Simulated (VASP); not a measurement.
# B in VASP: further runs

The runs below take B through relaxation of cell and atoms, single point, with PBE.

Program: VASP 6.6.1. These are calculated values, not measurements. Logs are shortened: lines on timing, memory, paths and dates and some standing lists are left out, and cuts for length are marked.

## Step 1: The cell of the first run

It takes space group C2/c (No. 15, monoclinic). Conventional cell: a = 6.324 Å, b = 5.278 Å, c = 3.246 Å, α = 90.00°, β = 107.92°, γ = 90.00°. B (site symmetry 1) has 7 B at 1.76 to 1.92 Å within 2.3 Å. Within 2.3 Å of B (site symmetry 1) lie 8 B at 1.76 to 2.27 Å.

## Step 2: Relaxation of cell and atoms, PBE

Contents of INCAR:

```
ALGO = Normal ; EDIFF = 1E-6
EDIFFG = -0.01 ; ENCUT = 600
GGA = PE ; IBRION = 2
ISIF = 3 ; ISMEAR = 0
LASPH = True ; LCHARG = False
LREAL = False ; LWAVE = False
NELM = 100 ; NSW = 100
PREC = Accurate ; SIGMA = 0.1
```

Contents of KPOINTS:

```
k-points
0
Gamma
  10 10 12
```

Contents of POSCAR:

```
B
1.0
    3.1621389674     -2.6389731634      0.0000000000
    3.1621389674      2.6389731634      0.0000000000
   -0.9989861808      0.0000000000      3.0888668428
B
8
Direct
    0.2087268922      0.0278894019      0.6542413501
    0.5341966062      0.7197883682      0.4939599231
    0.9721105981      0.7912731078      0.8457586499
    0.2802116318      0.4658033938      0.0060400769
    0.7912731078      0.9721105981      0.3457586499
    0.4658033938      0.2802116318      0.5060400769
    0.0278894019      0.2087268922      0.1542413501
    0.7197883682      0.5341966062      0.9939599231
```

Potentials or basis: VASP PAW PBE potentials, release 64 (B).

On the command line:

```bash
cat potpaw_PBE.64/B/POTCAR > POTCAR
mpirun -np 1 vasp_std > vasp.out
```

OUTCAR:

```text
EDIFF = 1E-6
   EDIFFG = -0.01
   ENCUT = 600
   GGA = PE
   IBRION = 2
   ISIF = 3
   ISMEAR = 0
   LASPH = True
   LREAL = False
   NELM = 100
   NSW = 100
   PREC = Accurate

 ion  position               nearest neighbor table
   1  0.209  0.028  0.654-   2 1.76   3 1.79   5 1.80   6 1.82   7 1.88   7 1.88   4 1.92
   2  0.534  0.720  0.494-   1 1.76   5 1.82   4 1.88   6 1.89   8 1.90   8 1.90   3 1.92
   3  0.972  0.791  0.846-   4 1.76   1 1.79   7 1.80   8 1.82   5 1.88   5 1.88   2 1.92
   4  0.280  0.466  0.006-   3 1.76   7 1.82   2 1.88   8 1.89   6 1.90   6 1.90   1 1.92
   5  0.791  0.972  0.346-   6 1.76   7 1.79   1 1.80   2 1.82   3 1.88   3 1.88   8 1.92
   6  0.466  0.280  0.506-   5 1.76   1 1.82   8 1.88   2 1.89   4 1.90   4 1.90   7 1.92
   7  0.028  0.209  0.154-   8 1.76   5 1.79   3 1.80   4 1.82   1 1.88   1 1.88   6 1.92
   8  0.720  0.534  0.994-   7 1.76   3 1.82   6 1.88   4 1.89   2 1.90   2 1.90   5 1.92

  LATTYP: Found a base centered monoclinic cell.
 ALAT       =     6.3242779348
 B/A-ratio  =     0.8345531903
 C/A-ratio  =     0.5133224201
 COS(beta)  =    -0.3077218252

  Lattice vectors:

 A1 = (   3.1621389674,  -2.6389731634,   0.0000000000)
 A2 = (   3.1621389674,   2.6389731634,   0.0000000000)
 A3 = (  -0.9989861808,   0.0000000000,   3.0888668428)

Analysis of symmetry for initial positions (statically):
=====================================================================
 Subroutine PRICEL returns:
 Original cell was already a primitive cell.

 Routine SETGRP: Setting up the symmetry group for a
 base centered monoclinic supercell.

 Subroutine GETGRP returns: Found  4 space group operations
 (whereof  2 operations were pure point group operations)
 out of a pool of  4 trial point group operations.

The static configuration has the point symmetry S_2 .
 The point group associated with its full space group is C_2h.

Analysis of symmetry for dynamics (positions and initial velocities):
=====================================================================
 Subroutine PRICEL returns:
 Original cell was already a primitive cell.

 Routine SETGRP: Setting up the symmetry group for a
 base centered monoclinic supercell.

 Subroutine GETGRP returns: Found  4 space group operations
 (whereof  2 operations were pure point group operations)
 out of a pool of  4 trial point group operations.

The dynamic configuration has the point symmetry S_2 .
 The point group associated with its full space group is C_2h.

 Subroutine INISYM returns: Found  4 space group operations
 (whereof  2 operations are pure point group operations),
 and found     1 'primitive' translations

----------------------------------------------------------------------------------------

                                     Primitive cell

  volume of cell :      51.5520

  direct lattice vectors                    reciprocal lattice vectors
     3.162138967 -2.638973163  0.000000000     0.158120818 -0.189467633  0.051138660
     3.162138967  2.638973163  0.000000000     0.158120818  0.189467633  0.051138660
    -0.998986181  0.000000000  3.088866843     0.000000000  0.000000000  0.323743318

  length of vectors
     4.118652960  4.118652960  3.246393655     0.252022499  0.252022499  0.323743318

  position of ions in fractional coordinates (direct lattice)
     0.208726892  0.027889402  0.654241350
     0.534196606  0.719788368  0.493959923
     0.972110598  0.791273108  0.845758650
     0.280211632  0.465803394  0.006040077
     0.791273108  0.972110598  0.345758650
     0.465803394  0.280211632  0.506040077
     0.027889402  0.208726892  0.154241350
     0.719788368  0.534196606  0.993959923

  ion indices of the primitive-cell ions
   primitive index   ion index
                 1           1
                 2           2
                 3           3
                 4           4
                 5           5
                 6           6
                 7           7
                 8           8

----------------------------------------------------------------------------------------

 KPOINTS: k-points

Automatic generation of k-mesh.
 Grid dimensions read from file:
 generate k-points for:   10   10   12

 Generating k-lattice:

  Cartesian coordinates                     Fractional coordinates (reciprocal lattice)
     0.015812082 -0.018946763  0.005113866     0.100000000  0.000000000  0.000000000
     0.015812082  0.018946763  0.005113866     0.000000000  0.100000000  0.000000000
     0.000000000  0.000000000  0.026978610     0.000000000  0.000000000  0.083333333

  Length of vectors
     0.025202250  0.025202250  0.026978610

  Shift w.r.t. Gamma in fractional coordinates (k-lattice)
     0.000000000  0.000000000  0.000000000

 Subroutine IBZKPT returns following result:
 ===========================================

 Found    337 irreducible k-points:

 Following reciprocal coordinates:
            Coordinates               Weight
  0.000000  0.000000  0.000000      1.000000
  0.100000 -0.000000  0.000000      4.000000
  0.200000 -0.000000  0.000000      4.000000
  0.300000 -0.000000 -0.000000      4.000000
  0.400000 -0.000000  0.000000      4.000000
  0.500000 -0.000000  0.000000      2.000000
[... 16 lines left out ...]
  0.300000  0.300000 -0.000000      2.000000
  0.400000  0.300000 -0.000000      4.000000
 [... further k-points ...]
   k-points           NKPTS =    337   k-points in BZ     NKDIM =    337   number of bands    NBANDS=     17
   number of dos      NEDOS =    301   number of ions     NIONS =      8
   total plane-waves  NPLWV =  36288
   dimension x,y,z NGX =    36 NGY =   36 NGZ =   28
   dimension x,y,z NGXF=    72 NGYF=   72 NGZF=   56
   ions per type =               8
   NGX,Y,Z   is equivalent  to a cutoff of  14.53, 14.53, 14.34 a.u.
   NGXF,Y,Z  is equivalent  to a cutoff of  29.06, 29.06, 28.68 a.u.
 SYSTEM =  unknown system
   PREC   = accura    normal or accurate (medium, high low for compatibility)
   ISTART =      0    job   : 0-new  1-cont  2-samecut
   ICHARG =      2    charge: 1-file 2-atom 10-const
   ISPIN  =      1    spin polarized calculation?
   LNONCOLLINEAR =      F non collinear calculations
   LSORBIT =      F    spin-orbit coupling
   LASPH  =      T    aspherical Exc in radial PAW
   ENCUT  =  600.0 eV  44.10 Ry    6.64 a.u.   8.23  8.23  6.48*2*pi/ulx,y,z
   NELM   =    100;   NELMIN=  2; NELMDL= -5     # of ELM steps
   EDIFF  = 0.1E-05   stopping-criterion for ELM
   LREAL  =      F    real-space projection
   EDIFFG = -.1E-01   stopping-criterion for IOM
   NSW    =    100    number of steps for IOM
   IBRION =      2    ionic relax: 0-MD 1-quasi-New 2-CG
   NFREE  =      1    steps in history (QN), initial steepest desc. (CG)
   ISIF   =      3    stress and relaxation
   ISYM   =      2    0-nonsym 1-usesym 2-fastsym
   POTIM  = 0.5000    time-step for ionic-motion
   TEBEG  =    0.0;   TEEND  =   0.0 temperature during run
   PSTRESS=    0.0 pullay stress
   NELECT =      24.0000    total number of electrons
   NUPDOWN=      -1.0000    fix difference up-down
   EMIN   =  10.00;   EMAX   =-10.00  energy-range for DOS
   EFERMI =   0.00;   METHOD = LEGACY
   ISMEAR =     0;   SIGMA  =   0.10  broadening in eV -4-tet -1-fermi 0-gaus
   EFERMI_NEDOS =   21; number of points for ismear=-14 and -15
   IALGO  =     38    algorithm
   IMIX   =      4    mixing-type and parameters
     AMIX     =   0.40;   BMIX     =  1.00
     AMIX_MAG =   1.60;   BMIX_MAG =  1.00
  volume/ion in A,a.u.               =       6.44        43.49
  Fermi-wavevector in a.u.,A,eV,Ry     =   1.268811  2.397705 21.903760  1.609881
  Thomas-Fermi vector in A             =   2.401886
   LORBIT       =      0    0 simple, 1 ext, 2 COOP (PROOUT), +10 PAW based schemes
   GGA     = PE    functional components
   LHFCALC =     F    Hartree Fock is set to
   AEXX    =    0.0000 exact exchange contribution
   IVDW    =     0    specifies the selected vdW correction
   LEPSILON=     F    determine dielectric tensor
   LRPA    =     F    only Hartree local field effects (RPA)
 conjugate gradient relaxation of ions
 non-spin polarized calculation
 Gauss-broadening in eV      SIGMA  =   0.10
  energy-cutoff  :      600.00
  volume of cell :       51.55
 maximum number of plane-waves:      1739
 NGX is ok and might be reduce to    36
   NGX = 17   NGY = 17   NGZ = 13

--------------------------------------- Ionic step        1  -------------------------------------------

 number of electron      24.0000000 magnetization

 Free energy of the ion-electron system (eV)
  ---------------------------------------------------
  ext. energy  EPLUGINS =         0.00000000
  ---------------------------------------------------
  free energy    TOTEN  =       -50.53439181 eV

  energy without entropy =      -50.53142647  energy(sigma->0) =      -50.53290914

------------------------ aborting loop because EDIFF is reached ----------------------------------------

  FORCE on cell =-STRESS in cart. coord.  units (eV):
  Direction    XX          YY          ZZ          XY          YZ          ZX
  --------------------------------------------------------------------------------------
  -------------------------------------------------------------------------------------
  Total       -0.3344832      0.0450970      0.1040799      0.0000000      0.0000000     -0.2552653
  in kB      -10.3953656      1.4015637      3.2346862      0.0000000      0.0000000     -7.9333630
  external PRESSURE =      -1.9197052 kB  Pullay stress =       0.0000000 kB
[... 195 lines left out ...]
  energy  without entropy=      -50.5327955971  energy(sigma->0) =      -50.53423066

--------------------------------------- Ionic step        6  -------------------------------------------

 number of electron      24.0000000 magnetization

 Free energy of the ion-electron system (eV)
  ---------------------------------------------------
  ext. energy  EPLUGINS =         0.00000000
  ---------------------------------------------------
  free energy    TOTEN  =       -50.53571008 eV

  energy without entropy =      -50.53286296  energy(sigma->0) =      -50.53428652

 E-fermi :   8.7079     XC(G=0): -12.3729

 val. band max:        8.6758871520   @ k =  -0.3000   0.1000   0.2500
 cond. band min:       8.7143476932   @ k =   0.5000   0.4000   0.3333
 fundamental gap:      0.0384605412
 Fermi energy:         8.7079153377

 k-point     1 :       0.0000    0.0000    0.0000
  band No.  band energies     occupation
      1      -9.0338      2.00000
      2      -2.8903      2.00000
      3      -2.6974      2.00000
      4      -0.5432      2.00000
      5       0.0085      2.00000
      6       1.1766      2.00000
[... 9 lines left out ...]
     16      11.2509      0.00000
     17      11.7815      0.00000
[... 443 lines left out ...]
      1      -7.4187      2.00000
      2      -5.7892      2.00000
      3      -3.6233      2.00000
      4      -2.9418      2.00000
      5       1.2869      2.00000
      6       2.2912      2.00000
[... 9 lines left out ...]
     16      12.2265      0.00000
     17      12.4334      0.00000

 [... further k-points ...]
[... 5 lines left out ...]
  --------------------------------------------------------------------------------------
  -------------------------------------------------------------------------------------
  Total       -0.0074420     -0.0129729     -0.0153589      0.0000000      0.0000000      0.0027609
  in kB       -0.2315830     -0.4036992     -0.4779464      0.0000000      0.0000000      0.0859144
  external PRESSURE =      -0.3710762 kB  Pullay stress =       0.0000000 kB
[... 23 lines left out ...]
  FREE ENERGIE OF THE ION-ELECTRON SYSTEM (eV)
  ---------------------------------------------------
  free  energy   TOTEN  =       -50.5357100809 eV

  energy  without entropy=      -50.5328629562  energy(sigma->0) =      -50.53428652

 reached required accuracy - stopping structural energy minimisation
```

Run time: 7.4 min. Hardware: 1 thread of AMD EPYC 9R45 (Zen 5), shared host; peak memory 0.34 GiB.

What came out:

| Property | Result |
| --- | --- |
| Free energy | -50.5357 eV |
| Relaxed volume | 6.44 Å³/atom |
| Relaxed cell | a = 4.113 Å, b = 4.113 Å, c = 3.252 Å, α = 103.80°, β = 103.80°, γ = 79.89° |
| Space group after relaxing (to 0.05 Å) | C2/c (No. 15) |
| Energy gained by relaxing | 0.2 meV/atom |
| Ionic steps | 6 |
| Pressure after relaxing | 0.0 GPa |
| Largest force after relaxing | 0.005 eV/Å |
| Band gap on the k mesh | zero (band 12 reaches 9.39 eV, above the bottom of band 13 at 8.22 eV) |

Forces on the atoms (eV/Å):
```
B    0.002  0.004  0.001
B   -0.003  0.003  0.000
B   -0.002  0.004 -0.001
B    0.003  0.003  0.000
B   -0.002 -0.004 -0.001
B    0.003 -0.003  0.000
B    0.002 -0.004  0.001
B   -0.003 -0.003  0.000
```

Step by step:
```csv
step,energy change (eV),largest force (eV/Å),pressure (GPa),volume (Å³)
1,0.0000,0.0447,-0.19,51.55
2,-0.0010,0.0385,-0.03,51.49
3,-0.0010,0.0369,-0.03,51.50
4,-0.0013,0.0116,0.07,51.47
5,-0.0013,0.0088,0.07,51.47
6,-0.0013,0.0046,-0.04,51.49
```

Final structure:
```
B
1.0
     3.15356   -2.64096   -0.00799
     3.15356    2.64096   -0.00799
    -1.00408    0.00000    3.09354
B
8
Cartesian
  0.0898 -0.4777 2.0237
  3.4582 0.4898 1.5161
  4.7112 -0.4777 2.6006
  2.3468 0.4898 0.0147
  5.2132 0.4777 1.0539
  1.8448 -0.4898 1.5614
  0.5919 0.4777 0.4769
  2.9562 -0.4898 3.0629
```

## Step 3: Single point, PBE

Contents of INCAR:

```
ALGO     = Normal         # electronic algorithm
EDIFF    = 1E-6           # SCF threshold, eV
ENCUT    = 520            # plane-wave cutoff, eV
GGA      = PE             # functional
ISIF     = 2              # what is computed and relaxed
ISMEAR   = 0              # smearing method
LASPH    = T              # aspherical terms in the spheres
LCHARG   = F              # write CHGCAR
LREAL    = F              # projectors in reciprocal space
LWAVE    = F              # write WAVECAR
NBANDS   = 22             # bands
NELM     = 100            # most SCF steps
PREC     = Accurate       # precision mode
SIGMA    = 0.1            # smearing width, eV
```

KPOINTS is that of step 2.

Contents of POSCAR:

```
B
1.0
    3.1539277493     -2.6407103509     -0.0077627208
    3.1539277493      2.6407103509     -0.0077627208
   -1.0039749297      0.0000000000      3.0936497675
B
8
Direct
    0.2089199662      0.0280761113      0.6547511606
    0.5340588028      0.7195603925      0.4933567873
    0.9719238887      0.7910800338      0.8452488394
    0.2804396075      0.4659411972      0.0066432127
    0.7910800338      0.9719238887      0.3452488394
    0.4659411972      0.2804396075      0.5066432127
    0.0280761113      0.2089199662      0.1547511606
    0.7195603925      0.5340588028      0.9933567873
```

Potentials or basis: VASP PAW PBE potentials, release 64 (B).

On the command line:

```bash
cat potpaw_PBE.64/B/POTCAR > POTCAR
mpirun -np 1 vasp_std > vasp.out
```

Wall time 1.8 min (1 thread of Intel Xeon 6975P-C (Granite Rapids), shared host); peak memory 0.35 GiB.

Results (log left out):

- Free energy: -50.5274 eV
- Pressure: 0.0 GPa
- Largest force: 0.005 eV/Å
- Band gap on the k mesh: zero (band 12 reaches 9.39 eV, above the bottom of band 13 at 8.22 eV)

Forces on the atoms (eV/Å):
```
B    0.001  0.005  0.002
B    0.000 -0.002  0.000
B   -0.001  0.005 -0.002
B    0.000 -0.002  0.000
B   -0.001 -0.005 -0.002
B    0.000  0.002  0.000
B    0.001 -0.005  0.002
B    0.000  0.002  0.000
```

Stress tensor (GPa, compression positive):
```
-0.04  0.00 -0.02
 0.00  0.06  0.00
-0.02  0.00 -0.04
```

Levels at points of the mesh, in eV from the Fermi level:
```csv
k point,band 10,band 11,band 12,band 13,band 14,band 15
"(0.00, 0.00, 0.00)",-3.77,-3.63,-1.64,0.40,1.17,1.75
"(0.50, 0.00, 0.00)",-4.29,-1.74,-1.48,0.54,2.24,3.66
"(0.50, 0.50, 0.00)",-2.36,-1.36,0.69,0.90,1.88,2.03
"(0.00, 0.00, 0.50)",-5.72,-4.15,-4.15,2.24,2.24,3.75
"(0.50, 0.00, 0.50)",-4.35,-3.85,-2.59,1.01,1.18,2.66
"(0.50, 0.50, 0.50)",-4.28,-0.59,-0.59,3.73,3.73,4.59
```

## Step 4: Single point, PBE

Contents of INCAR:

```
PREC = Accurate ; ENCUT = 520
EDIFF = 1E-6 ; ISMEAR = 0
SIGMA = 0.1 ; LREAL = False
LASPH = True ; NELM = 100
ALGO = Normal ; ISIF = 2
LWAVE = False ; LCHARG = False
GGA = PE ; NBANDS = 22
```

Contents of KPOINTS:

```
regular mesh
0
Gamma
  4 4 6
```

Contents of POSCAR:

```
B
1.0
    3.1621389674     -2.6389731634      0.0000000000
    3.1621389674      2.6389731634      0.0000000000
   -0.9989861808      0.0000000000      3.0888668428
B
8
Direct
    0.2087268922      0.0278894019      0.6542413501
    0.5341966062      0.7197883682      0.4939599231
    0.9721105981      0.7912731078      0.8457586499
    0.2802116318      0.4658033938      0.0060400769
    0.7912731078      0.9721105981      0.3457586499
    0.4658033938      0.2802116318      0.5060400769
    0.0278894019      0.2087268922      0.1542413501
    0.7197883682      0.5341966062      0.9939599231
```

On the command line:

```bash
cat potpaw_PBE.64/B/POTCAR > POTCAR
mpirun -np 1 vasp_std > vasp.out
```

Run time: 16 s. Hardware: 1 thread of Intel Xeon 6975P-C (Granite Rapids), shared host; peak memory 0.16 GiB.

The run converged. Its results:

```yaml
Free_energy: -50.5345 eV
Pressure: 0.1 GPa
Largest_force: 0.083 eV/Å
Band_gap_on_the_k_mesh: zero (band 12 reaches 9.32 eV, above the bottom of band 13 at 8.46 eV)
```

Forces on the atoms (eV/Å):
```
B   -0.028  0.053  0.026
B    0.068 -0.039 -0.026
B    0.028  0.053 -0.026
B   -0.068 -0.039  0.026
B    0.028 -0.053 -0.026
B   -0.068  0.039  0.026
B   -0.028 -0.053  0.026
B    0.068  0.039 -0.026
```

Stress tensor (GPa, compression positive):
```
 0.45  0.00  0.96
 0.00 -0.59  0.00
 0.96  0.00  0.52
```

Levels at points of the mesh, in eV from the Fermi level:
```tsv
k point	band 10	band 11	band 12	band 13	band 14	band 15
(0.00, 0.00, 0.00)	-3.59	-3.50	-1.58	0.47	1.33	1.92
(0.50, 0.00, 0.00)	-4.16	-1.64	-1.39	0.71	2.34	3.74
(0.50, 0.50, 0.00)	-2.25	-1.25	0.73	0.98	1.88	2.18
(0.00, 0.00, 0.50)	-5.62	-4.07	-4.07	2.30	2.30	3.85
(0.50, 0.00, 0.50)	-4.26	-3.74	-2.51	1.13	1.24	2.72
(0.50, 0.50, 0.50)	-4.17	-0.49	-0.49	3.81	3.81	4.69
```

Caveat: the k points lie up to 0.40 Å⁻¹ apart.

(Part 1 of 2 ends here.)
